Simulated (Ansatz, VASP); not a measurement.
## One calculation of NaCl, two programs

INCAR

```
SYSTEM = NaCl
  ALGO = Normal
  EDIFF = 1E-6
  ENCUT = 500
  GGA = PE
  GGA_COMPAT = .FALSE.
  ISIF = 2
  ISMEAR = 0
  LASPH = .TRUE.
  LCHARG = .FALSE.
  LREAL = .FALSE.
  LWAVE = .FALSE.
  NBANDS = 14
  NELM = 120
  PREC = Accurate
  SIGMA = 0.02
```

The input KPOINTS:

```
k-points
0
G
  8 8 8
  0 0 0
```

File POSCAR:

```
NaCl
1.0
    0.0000000000      2.8479700440      2.8479700440
    2.8479700440      0.0000000000      2.8479700440
    2.8479700440      2.8479700440      0.0000000000
Na Cl
1 1
Direct
    0.0000000000      0.0000000000      0.0000000000
    0.5000000000      0.5000000000      0.5000000000
```

Input for Ansatz:

```yaml
crystal:
  lattice:
    - [0.0, 2.847970044, 2.847970044]
    - [2.847970044, 0.0, 2.847970044]
    - [2.847970044, 2.847970044, 0.0]
  atoms:
    - { symbol: Na, position: [0.0, 0.0, 0.0] }
    - { symbol: Cl, position: [0.5, 0.5, 0.5] }
basis:
  ecutwfc: 420
kpoints:
  mp_grid: { grid: [8, 8, 8] }
  band_path:
    path:
      - [[0.0, 0.0, 0.0], [0.5, 0.0, 0.5], [0.625, 0.25, 0.625]]
      - [[0.375, 0.375, 0.75], [0.0, 0.0, 0.0], [0.5, 0.5, 0.5], [0.5, 0.25, 0.75], [0.5, 0.0, 0.5]]
    npoints: 10
hamiltonian:
  xc: pbe
  pseudopotentials: { kind: paw, azcp: { folder: soft_1 } }
scf:
  occupations: { method: gaussian, width: 0.02 }
  n_extra_bands: 7
output:
  forces: true
  stress: true
  eigenvalues: true
  write_density: true
  write_potential: true
  elf: true
  volumetric_format: npy
```

Alike in both runs: task single point; functional PBE; k mesh 8 × 8 × 8; occupations gaussian, width 0.02 eV; no spin polarisation.

|  | VASP | Ansatz |
| --- | --- | --- |
| version | VASP 6.6.1 | Ansatz 0.2.0 |
| potentials or method | VASP PAW PBE potentials, release 64 (Na_pv, Cl), cutoff 500 eV | scalar-relativistic, plane waves, PAW |
| valence electrons in the cell | 14 | 16 |

```csv
,VASP,Ansatz,Ansatz less VASP
gap on the k mesh at the Fermi level (eV),4.99,5.00,+0.001
least direct gap on the mesh (eV),4.99,5.00,+0.001
pressure (GPa),-0.1,0.0,+0.05
```

VASP's potentials hold 14 valence electrons a cell and Ansatz's 16, so a difference there can come from the potentials and not from the codes.
